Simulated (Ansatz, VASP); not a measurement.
Cu3Sn in VASP and in Ansatz

```
Cu Sn
1.0
     0.00000    2.99121    2.99121
     2.99121    0.00000    2.99121
     2.99121    2.99121    0.00000
Cu Sn
3 1
Cartesian
  2.9912 2.9912 2.9912
  4.4868 4.4868 4.4868
  1.4956 1.4956 1.4956
  0.0000 0.0000 0.0000
```

Alike in both runs: task relaxation of cell and atoms; functional LDA; k mesh 12 × 12 × 12; occupations gaussian, width 0.1 eV; no spin polarisation.

|  | VASP | Ansatz |
| --- | --- | --- |
| version | VASP 6.6.1 | Ansatz 0.2.0 |
| potentials or method | VASP PAW LDA potentials, release 64 (Cu, Sn_d), cutoff 600 eV | scalar-relativistic, plane waves, PAW |
| valence electrons in the cell | 47 | 71 |

|  | VASP | Ansatz | Ansatz less VASP |
| --- | --- | --- | --- |
| gap on the k mesh at the Fermi level, each at its own relaxed structure (eV) | none | none | - |
| relaxed volume (Å³/atom) | 13.42 | 13.37 | -0.055 |
| relaxed cell length with the largest relative difference (Å) | 4.235 | 4.229 | -0.0058 |

LDA's correlation is that of Perdew and Zunger in VASP and of Perdew and Wang (1992) in Ansatz. A gap of «none» marks a metal or a gap that the smearing closes. VASP's potentials hold 47 valence electrons a cell and Ansatz's 71, so a difference there can come from the potentials and not from the codes.
